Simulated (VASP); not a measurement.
A run of VASP 6.6.1:

INCAR

```
SYSTEM = ZnH2
PREC = Accurate
ENCUT = 520
EDIFF = 1E-7
ISMEAR = 0
SIGMA = 0.1
LREAL = .FALSE.
LASPH = .TRUE.
NELM = 100
ALGO = Normal
ISIF = 2
LWAVE = .FALSE.
LCHARG = .FALSE.
GGA = PE
NBANDS = 14
```

File KPOINTS:

```
Automatic mesh
0
G
  6 6 6
  0 0 0
```

POSCAR

```
ZnH2
1.0
    0.0000000000      2.2920447074      2.2920447074
    2.2920447074      0.0000000000      2.2920447074
    2.2920447074      2.2920447074      0.0000000000
Zn H
1 2
Direct
    0.2500000000      0.2500000000      0.2500000000
    0.0000000000      0.0000000000      0.0000000000
    0.7500000000      0.7500000000      0.7500000000
```

Potentials or basis: VASP PAW PBE potentials, release 64 (Zn, H).

Run with:

```bash
$ cat potpaw_PBE.64/Zn/POTCAR potpaw_PBE.64/H/POTCAR > POTCAR
$ mpirun -np 1 vasp_std > vasp.out
```

Hardware: 1 thread of Intel(R) Xeon(R) Platinum 8259CL CPU @ 2.50GHz (Skylake/Cascade Lake), with other jobs on the host.

Estimate the wall time of this run.

Run time: 4.4 s on 1 thread of Intel(R) Xeon(R) Platinum 8259CL CPU @ 2.50GHz (Skylake/Cascade Lake), on a shared host, peak memory 0.13 GiB. Counts: scf iterations 12, k points 16.
